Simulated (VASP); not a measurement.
Set up this calculation in VASP 6.6.1, as the native input.

| Quantity | Value |
| --- | --- |
| Task | single point |
| Functional | PBE |
| Potentials or basis | VASP PAW PBE potentials, release 64 (In_d, Sb) |
| Cutoff | 520 eV |
| k mesh | 14 × 14 × 8 |
| Occupations | methfessel-paxton, width 0.01 eV |
| Spin | no spin polarisation |
| Dipole correction | no |
| Further INCAR settings | ALGO = Normal; EDIFF = 1e-06; NBANDS = 16 |

The structure of InSb lies in POSCAR:

```
InSb
1.0
    3.0766560000      0.0000000000      0.0000000000
    0.0000000000      3.0766560000      0.0000000000
    0.0000000000      0.0000000000      6.2154700000
In Sb
1 1
Direct
    0.0000000000      0.0000000000      0.0000000000
    0.0000000000      0.0000000000      0.5000000000
```

The input as run:

INCAR

```
SYSTEM = InSb
ALGO = Normal
EDIFF = 1E-6
ENCUT = 520
GGA = PE
ISIF = 2
ISMEAR = 1
LASPH = .True.
LCHARG = .False.
LREAL = .False.
LWAVE = .False.
NBANDS = 16
NELM = 80
PREC = Accurate
SIGMA = 0.01
```

KPOINTS

```
k-points
0
Gamma
  14 14 8
  0 0 0
```

Potentials or basis: VASP PAW PBE potentials, release 64 (In_d, Sb).

Command:

```console
$ cat potpaw_PBE.64/In_d/POTCAR potpaw_PBE.64/Sb/POTCAR > POTCAR
$ mpirun -np 1 vasp_std > vasp.out
```

It gave:

| Quantity | Value |
| --- | --- |
| Pressure | 0.5 GPa |
| Band gap on the k mesh | zero (band 9 reaches 10.91 eV, above the bottom of band 10 at 5.05 eV) |

Caveat: spin-orbit coupling is left out, which moves the levels of the heavy elements.

Run time: 110 s on 1 thread of Intel Xeon 6975P-C, with other jobs on the host, peak memory 0.31 GiB.
